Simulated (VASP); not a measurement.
# MgF2 (P4_2/mnm) in VASP: notebook

Runs on MgF2. Level: PBE. Tasks: single point.

All numbers are computed with VASP 6.6.1; they aren't measurements. Logs are shortened: lines on timing, memory, paths and dates and some standing lists are left out, and cuts for length are marked.

### 1 The cell of the first run

It takes space group P4_2/mnm (No. 136, tetragonal). Conventional cell: a = 4.625 Å, b = 4.625 Å, c = 3.067 Å, α = 90.00°, β = 90.00°, γ = 90.00°. Mg (site symmetry mmm) has 6 F at 1.98 to 2.00 Å within 2.6 Å. F (site symmetry m2m) has 3 Mg at 1.98 to 2.00 Å and 1 F at 2.58 Å within 2.6 Å.

### 2 Single point, PBE

Contents of INCAR:

```
SYSTEM = MgF2
PREC     = Accurate       ! precision mode
ENCUT    = 600            ! plane-wave cutoff, eV
EDIFF    = 1E-6           ! SCF threshold, eV
ISMEAR   = 0              ! smearing method
SIGMA    = 0.02           ! smearing width, eV
LREAL    = .FALSE.        ! projectors in reciprocal space
LASPH    = .TRUE.         ! aspherical terms in the spheres
NELM     = 120            ! most SCF steps
ALGO     = Normal         ! electronic algorithm
ISIF     = 2              ! what is computed and relaxed
LWAVE    = .FALSE.        ! write WAVECAR
LCHARG   = .FALSE.        ! write CHGCAR
GGA      = PE             ! functional
NBANDS   = 25             ! bands
GGA_COMPAT= .FALSE.
```

Contents of KPOINTS:

```
regular mesh
0
G
  4 4 6
  0 0 0
```

Contents of POSCAR:

```
MgF2
1.0
    4.6250000000      0.0000000000      0.0000000000
    0.0000000000      4.6250000000      0.0000000000
    0.0000000000      0.0000000000      3.0672600000
Mg F
2 4
Direct
    0.0000000000      0.0000000000      0.0000000000
    0.5000000000      0.5000000000      0.5000000000
    0.3030000000      0.3030000000      0.0000000000
    0.1970000000      0.8030000000      0.5000000000
    0.6970000000      0.6970000000      0.0000000000
    0.8030000000      0.1970000000      0.5000000000
```

Potentials or basis: VASP PAW PBE potentials, release 64 (Mg, F).

Started as:

```bash
$ cat potpaw_PBE.64/Mg/POTCAR potpaw_PBE.64/F/POTCAR > POTCAR
$ mpirun -np 1 vasp_std > vasp.out
```

OUTCAR:

```text
SYSTEM = MgF2
   PREC = Accurate
   ENCUT = 600
   EDIFF = 1E-6
   ISMEAR = 0
   LREAL = .FALSE.
   LASPH = .TRUE.
   NELM = 120
   ISIF = 2
   GGA = PE

 ion  position               nearest neighbor table
   1  0.000  0.000  0.000-   3 1.98   5 1.98   4 2.00   6 2.00   4 2.00   6 2.00   2 3.61   2 3.61
                             2 3.61   2 3.61   2 3.61   2 3.61   2 3.61   2 3.61
   2  0.500  0.500  0.500-   4 1.98   6 1.98   5 2.00   3 2.00   3 2.00   5 2.00   1 3.61   1 3.61
                             1 3.61   1 3.61   1 3.61   1 3.61   1 3.61   1 3.61
   3  0.303  0.303  0.000-   1 1.98   2 2.00   2 2.00
   4  0.197  0.803  0.500-   2 1.98   1 2.00   1 2.00
   5  0.697  0.697  0.000-   1 1.98   2 2.00   2 2.00
   6  0.803  0.197  0.500-   2 1.98   1 2.00   1 2.00

  LATTYP: Found a simple tetragonal cell.
 ALAT       =     4.6250000000
 C/A-ratio  =     0.6631913514

  Lattice vectors:

 A1 = (   4.6250000000,   0.0000000000,   0.0000000000)
 A2 = (   0.0000000000,   4.6250000000,   0.0000000000)
 A3 = (   0.0000000000,   0.0000000000,   3.0672600000)

Analysis of symmetry for initial positions (statically):
=====================================================================
 Subroutine PRICEL returns:
 Original cell was already a primitive cell.

 Routine SETGRP: Setting up the symmetry group for a
 simple tetragonal supercell.

 Subroutine GETGRP returns: Found 16 space group operations
 (whereof  8 operations were pure point group operations)
 out of a pool of 16 trial point group operations.

The static configuration has the point symmetry D_2h.
 The point group associated with its full space group is D_4h.

Analysis of symmetry for dynamics (positions and initial velocities):
=====================================================================
 Subroutine PRICEL returns:
 Original cell was already a primitive cell.

 Routine SETGRP: Setting up the symmetry group for a
 simple tetragonal supercell.

 Subroutine GETGRP returns: Found 16 space group operations
 (whereof  8 operations were pure point group operations)
 out of a pool of 16 trial point group operations.

The dynamic configuration has the point symmetry D_2h.
 The point group associated with its full space group is D_4h.

 Subroutine INISYM returns: Found 16 space group operations
 (whereof  8 operations are pure point group operations),
 and found     1 'primitive' translations

----------------------------------------------------------------------------------------

                                     Primitive cell

  volume of cell :      65.6106

  direct lattice vectors                    reciprocal lattice vectors
     4.625000000  0.000000000  0.000000000     0.216216216  0.000000000  0.000000000
     0.000000000  4.625000000  0.000000000     0.000000000  0.216216216  0.000000000
     0.000000000  0.000000000  3.067260000     0.000000000  0.000000000  0.326023878

  length of vectors
     4.625000000  4.625000000  3.067260000     0.216216216  0.216216216  0.326023878

  position of ions in fractional coordinates (direct lattice)
     0.000000000  0.000000000  0.000000000
     0.500000000  0.500000000  0.500000000
     0.303000000  0.303000000  0.000000000
     0.197000000  0.803000000  0.500000000
     0.697000000  0.697000000  0.000000000
     0.803000000  0.197000000  0.500000000

  ion indices of the primitive-cell ions
   primitive index   ion index
                 1           1
                 2           2
                 3           3
                 4           4
                 5           5
                 6           6

----------------------------------------------------------------------------------------

 KPOINTS: regular mesh

Automatic generation of k-mesh.
 Grid dimensions read from file:
 generate k-points for:    4    4    6

 Generating k-lattice:

  Cartesian coordinates                     Fractional coordinates (reciprocal lattice)
     0.054054054  0.000000000  0.000000000     0.250000000  0.000000000  0.000000000
     0.000000000  0.054054054  0.000000000     0.000000000  0.250000000  0.000000000
     0.000000000  0.000000000  0.054337313     0.000000000  0.000000000  0.166666667

  Length of vectors
     0.054054054  0.054054054  0.054337313

  Shift w.r.t. Gamma in fractional coordinates (k-lattice)
     0.000000000  0.000000000  0.000000000

 Subroutine IBZKPT returns following result:
 ===========================================

 Found     24 irreducible k-points:

 Following reciprocal coordinates:
            Coordinates               Weight
  0.000000  0.000000  0.000000      1.000000
  0.250000  0.000000  0.000000      4.000000
  0.500000  0.000000  0.000000      2.000000
  0.250000  0.250000  0.000000      4.000000
  0.500000  0.250000  0.000000      4.000000
  0.500000  0.500000  0.000000      1.000000
[... 16 lines left out ...]
  0.500000  0.250000  0.500000      4.000000
  0.500000  0.500000  0.500000      1.000000
   k-points           NKPTS =     24   k-points in BZ     NKDIM =     24   number of bands    NBANDS=     25
   number of dos      NEDOS =    301   number of ions     NIONS =      6
   total plane-waves  NPLWV =  44800
   dimension x,y,z NGX =    40 NGY =   40 NGZ =   28
   dimension x,y,z NGXF=    80 NGYF=   80 NGZF=   56
   ions per type =               2   4
   NGX,Y,Z   is equivalent  to a cutoff of  14.38, 14.38, 15.18 a.u.
   NGXF,Y,Z  is equivalent  to a cutoff of  28.76, 28.76, 30.35 a.u.
 SYSTEM =  MgF2
   PREC   = accura    normal or accurate (medium, high low for compatibility)
   ISTART =      0    job   : 0-new  1-cont  2-samecut
   ICHARG =      2    charge: 1-file 2-atom 10-const
   ISPIN  =      1    spin polarized calculation?
   LNONCOLLINEAR =      F non collinear calculations
   LSORBIT =      F    spin-orbit coupling
   LASPH  =      T    aspherical Exc in radial PAW
   ENCUT  =  600.0 eV  44.10 Ry    6.64 a.u.   9.24  9.24  6.13*2*pi/ulx,y,z
   NELM   =    120;   NELMIN=  2; NELMDL= -5     # of ELM steps
   EDIFF  = 0.1E-05   stopping-criterion for ELM
   LREAL  =      F    real-space projection
   EDIFFG = 0.1E-04   stopping-criterion for IOM
   NSW    =      0    number of steps for IOM
   IBRION =     -1    ionic relax: 0-MD 1-quasi-New 2-CG
   NFREE  =      0    steps in history (QN), initial steepest desc. (CG)
   ISIF   =      2    stress and relaxation
   ISYM   =      2    0-nonsym 1-usesym 2-fastsym
   POTIM  = 0.5000    time-step for ionic-motion
   TEBEG  =    0.0;   TEEND  =   0.0 temperature during run
   PSTRESS=    0.0 pullay stress
   NELECT =      32.0000    total number of electrons
   NUPDOWN=      -1.0000    fix difference up-down
   EMIN   =  10.00;   EMAX   =-10.00  energy-range for DOS
   EFERMI =   0.00;   METHOD = LEGACY
   ISMEAR =     0;   SIGMA  =   0.02  broadening in eV -4-tet -1-fermi 0-gaus
   EFERMI_NEDOS =   21; number of points for ismear=-14 and -15
   IALGO  =     38    algorithm
   IMIX   =      4    mixing-type and parameters
     AMIX     =   0.40;   BMIX     =  1.00
     AMIX_MAG =   1.60;   BMIX_MAG =  1.00
  volume/ion in A,a.u.               =      10.94        73.79
  Fermi-wavevector in a.u.,A,eV,Ry     =   1.288646  2.435187 22.593934  1.660607
  Thomas-Fermi vector in A             =   2.420587
   LORBIT       =      0    0 simple, 1 ext, 2 COOP (PROOUT), +10 PAW based schemes
   GGA     = PE    functional components
   LHFCALC =     F    Hartree Fock is set to
   AEXX    =    0.0000 exact exchange contribution
   IVDW    =     0    specifies the selected vdW correction
   LEPSILON=     F    determine dielectric tensor
   LRPA    =     F    only Hartree local field effects (RPA)
 non-spin polarized calculation
 Gauss-broadening in eV      SIGMA  =   0.02
  energy-cutoff  :      600.00
  volume of cell :       65.61
 maximum number of plane-waves:      2224
 NGX is ok and might be reduce to    40
   NGX = 19   NGY = 19   NGZ = 13

 number of electron      32.0000008 magnetization

 Free energy of the ion-electron system (eV)
  ---------------------------------------------------
  ext. energy  EPLUGINS =         0.00000000
  ---------------------------------------------------
  free energy    TOTEN  =       -31.52866179 eV

  energy without entropy =      -31.52866179  energy(sigma->0) =      -31.52866179

 E-fermi :  -1.1225     XC(G=0):  -9.7072

 val. band max:       -1.2410047673   @ k =   0.0000   0.0000   0.0000
 cond. band min:       5.8125763223   @ k =   0.0000   0.0000   0.0000
 fundamental gap:      7.0535810896
 Fermi energy:        -1.1225333554

 k-point     1 :       0.0000    0.0000    0.0000
  band No.  band energies     occupation
      1     -21.9672      2.00000
      2     -21.1707      2.00000
      3     -21.1707      2.00000
      4     -21.0813      2.00000
      5      -5.2892      2.00000
      6      -3.7146      2.00000
[... 17 lines left out ...]
     24      17.2363      0.00000
     25      17.2363      0.00000

 k-point     2 :       0.2500    0.0000    0.0000
  band No.  band energies     occupation
      1     -21.8696      2.00000
      2     -21.3357      2.00000
      3     -21.1443      2.00000
      4     -21.0523      2.00000
      5      -5.0673      2.00000
      6      -3.8869      2.00000
[... 17 lines left out ...]
     24      16.7543      0.00000
     25      17.3438      0.00000

 k-point     3 :       0.5000    0.0000    0.0000
  band No.  band energies     occupation
      1     -21.6206      2.00000
      2     -21.6206      2.00000
      3     -21.0864      2.00000
      4     -21.0864      2.00000
      5      -4.5420      2.00000
      6      -4.5420      2.00000
[... 17 lines left out ...]
     24      16.3262      0.00000
     25      17.1880      0.00000

 k-point     4 :       0.2500    0.2500    0.0000
  band No.  band energies     occupation
      1     -21.7829      2.00000
      2     -21.3632      2.00000
      3     -21.1976      2.00000
      4     -21.0690      2.00000
      5      -4.8786      2.00000
      6      -4.0193      2.00000
[... 17 lines left out ...]
     24      17.0694      0.00000
     25      17.1967      0.00000

 k-point     5 :       0.5000    0.2500    0.0000
  band No.  band energies     occupation
      1     -21.5672      2.00000
      2     -21.5672      2.00000
      3     -21.1446      2.00000
      4     -21.1446      2.00000
      5      -4.4490      2.00000
      6      -4.4490      2.00000
[... 17 lines left out ...]
     24      16.5254      0.00000
     25      17.2489      0.00000

 k-point     6 :       0.5000    0.5000    0.0000
  band No.  band energies     occupation
      1     -21.4923      2.00000
      2     -21.4923      2.00000
      3     -21.2243      2.00000
      4     -21.2243      2.00000
      5      -4.3311      2.00000
      6      -4.3311      2.00000
[... 17 lines left out ...]
     24      16.7821      0.00000
     25      16.8263      0.00000
[... 393 lines left out ...]
 k-point    21 :       0.5000    0.0000    0.5000
  band No.  band energies     occupation
      1     -21.3279      2.00000
      2     -21.3279      2.00000
      3     -21.1426      2.00000
      4     -21.1426      2.00000
      5      -4.3985      2.00000
      6      -4.3985      2.00000
[... 17 lines left out ...]
     24      15.0275      0.00000
     25      15.8812      0.00000

 k-point    22 :       0.2500    0.2500    0.5000
  band No.  band energies     occupation
      1     -21.3519      2.00000
      2     -21.3308      2.00000
      3     -21.1394      2.00000
      4     -21.1170      2.00000
      5      -4.7341      2.00000
      6      -4.4557      2.00000
[... 17 lines left out ...]
     24      15.2683      0.00000
     25      15.5602      0.00000

 k-point    23 :       0.5000    0.2500    0.5000
  band No.  band energies     occupation
      1     -21.3270      2.00000
      2     -21.3270      2.00000
      3     -21.1407      2.00000
      4     -21.1407      2.00000
      5      -4.7872      2.00000
      6      -4.7872      2.00000
[... 17 lines left out ...]
     24      14.3225      0.00000
     25      16.2063      0.00000

 k-point    24 :       0.5000    0.5000    0.5000
  band No.  band energies     occupation
      1     -21.3262      2.00000
      2     -21.3262      2.00000
      3     -21.1388      2.00000
      4     -21.1388      2.00000
      5      -4.9852      2.00000
      6      -4.9852      2.00000
[... 17 lines left out ...]
     24      13.7471      0.00000
     25      16.8131      0.00000

------------------------ aborting loop because EDIFF is reached ----------------------------------------

  FORCE on cell =-STRESS in cart. coord.  units (eV):
  Direction    XX          YY          ZZ          XY          YZ          ZX
  --------------------------------------------------------------------------------------
  -------------------------------------------------------------------------------------
  Total        1.2498603      1.2498603      1.0356890      0.0000000      0.0000000      0.0000000
  in kB       30.5209466     30.5209466     25.2909924      0.0000000      0.0000000      0.0000000
  external PRESSURE =      28.7776285 kB  Pullay stress =       0.0000000 kB

 VOLUME and BASIS-vectors are now :
 -----------------------------------------------------------------------------
  energy-cutoff  :      600.00
  volume of cell :       65.61
      direct lattice vectors                 reciprocal lattice vectors
     4.625000000  0.000000000  0.000000000     0.216216216  0.000000000  0.000000000
     0.000000000  4.625000000  0.000000000     0.000000000  0.216216216  0.000000000
     0.000000000  0.000000000  3.067260000     0.000000000  0.000000000  0.326023878

 POSITION                                       TOTAL-FORCE (eV/Angst)
 -----------------------------------------------------------------------------------
      0.00000      0.00000      0.00000         0.000000      0.000000      0.000000
      2.31250      2.31250      1.53363         0.000000      0.000000      0.000000
      1.40137      1.40137      0.00000        -0.003506     -0.003506      0.000000
      0.91113      3.71387      1.53363         0.003506     -0.003506      0.000000
      3.22363      3.22363      0.00000         0.003506      0.003506      0.000000
      3.71387      0.91113      1.53363        -0.003506      0.003506      0.000000
 -----------------------------------------------------------------------------------
    total drift:                                0.000000     -0.000000     -0.000000

  FREE ENERGIE OF THE ION-ELECTRON SYSTEM (eV)
  ---------------------------------------------------
  free  energy   TOTEN  =       -31.5286617899 eV

  energy  without entropy=      -31.5286617899  energy(sigma->0) =      -31.52866179
```

Run time: 73 s. Hardware: 1 thread of AMD EPYC 7R13, shared host; peak memory 0.19 GiB.

Results:

- Free energy: -31.5287 eV
- Pressure: 2.9 GPa
- Largest force: 0.005 eV/Å
- Band gap on the k mesh: 7.05 eV

Forces in eV/Å, atoms in the order of the input:
```
Mg   0.000  0.000  0.000
Mg   0.000  0.000  0.000
F   -0.004 -0.004  0.000
F    0.004 -0.004  0.000
F    0.004  0.004  0.000
F   -0.004  0.004  0.000
```

Stress tensor (GPa, compression positive):
```
3.05 0.00 0.00
0.00 3.05 0.00
0.00 0.00 2.53
```

Levels at points of the mesh, in eV from the valence-band top:
```
           k point  band 14  band 15  band 16  band 17  band 18  band 19
(0.00, 0.00, 0.00)    -0.32    -0.32     0.00     7.05    12.20    12.20
(0.50, 0.00, 0.00)    -0.98    -0.37    -0.37     9.46     9.46    13.45
(0.50, 0.50, 0.00)    -0.94    -0.76    -0.76    11.16    11.16    11.26
(0.00, 0.00, 0.50)    -1.14    -0.84    -0.84    11.77    11.77    14.91
(0.50, 0.00, 0.50)    -0.72    -0.65    -0.65    12.71    12.71    13.38
(0.50, 0.50, 0.50)    -0.60    -0.47    -0.47    13.25    13.25    13.29
```

PBE gaps usually lie below the measured ones, often by a third to a half.

### 3 Single point, PBE

This run uses another cell than the first one, of 10.99 Å³/atom.

Contents of INCAR:

```
PREC     = Accurate       # precision mode
ENCUT    = 600            # plane-wave cutoff, eV
EDIFF    = 1E-6           # SCF threshold, eV
ISMEAR   = 0              # smearing method
SIGMA    = 0.02           # smearing width, eV
LREAL    = False          # projectors in reciprocal space
LASPH    = True           # aspherical terms in the spheres
NELM     = 120            # most SCF steps
ALGO     = Normal         # electronic algorithm
ISIF     = 2              # what is computed and relaxed
LWAVE    = False          # write WAVECAR
LCHARG   = False          # write CHGCAR
GGA      = PE             # functional
NBANDS   = 25             # bands
GGA_COMPAT= False
```

Contents of KPOINTS:

```
regular mesh
0
Gamma
  4 4 6
```

POSCAR, as its differences from that of step 2:

```diff
@@ -4,3 +4,3 @@
     0.0000000000      4.6250000000      0.0000000000
-    0.0000000000      0.0000000000      3.0672600000
+    0.0000000000      0.0000000000      3.0825200000
 Mg F
```

Potentials or basis: VASP PAW PBE potentials, release 64 (Mg, F).

Started as:

```bash
$ cat potpaw_PBE.64/Mg/POTCAR potpaw_PBE.64/F/POTCAR > POTCAR
$ mpirun -np 1 vasp_std > vasp.out
```

It took 73 s on 1 thread of AMD EPYC 7R13, shared host; peak memory 0.19 GiB.

The run converged. Its results:

* Free energy: -31.5340 eV
* Pressure: 2.3 GPa
* Largest force: 0.011 eV/Å
* Band gap on the k mesh: 7.01 eV

Forces in eV/Å, atoms in the order of the input:
```
Mg   0.000  0.000  0.000
Mg   0.000  0.000  0.000
F    0.008  0.008  0.000
F   -0.008  0.008  0.000
F   -0.008 -0.008  0.000
F    0.008 -0.008  0.000
```

Stress tensor (GPa, compression positive):
```
2.71 0.00 0.00
0.00 2.71 0.00
0.00 0.00 1.48
```

Levels at points of the mesh, in eV from the valence-band top:
```
           k point  band 14  band 15  band 16  band 17  band 18  band 19
(0.00, 0.00, 0.00)    -0.31    -0.31     0.00     7.01    12.16    12.16
(0.50, 0.00, 0.00)    -0.98    -0.37    -0.37     9.42     9.42    13.39
(0.50, 0.50, 0.00)    -0.93    -0.75    -0.75    11.10    11.10    11.23
(0.00, 0.00, 0.50)    -1.14    -0.83    -0.83    11.71    11.71    14.85
(0.50, 0.00, 0.50)    -0.71    -0.65    -0.65    12.66    12.66    13.30
(0.50, 0.50, 0.50)    -0.59    -0.47    -0.47    13.20    13.20    13.26
```
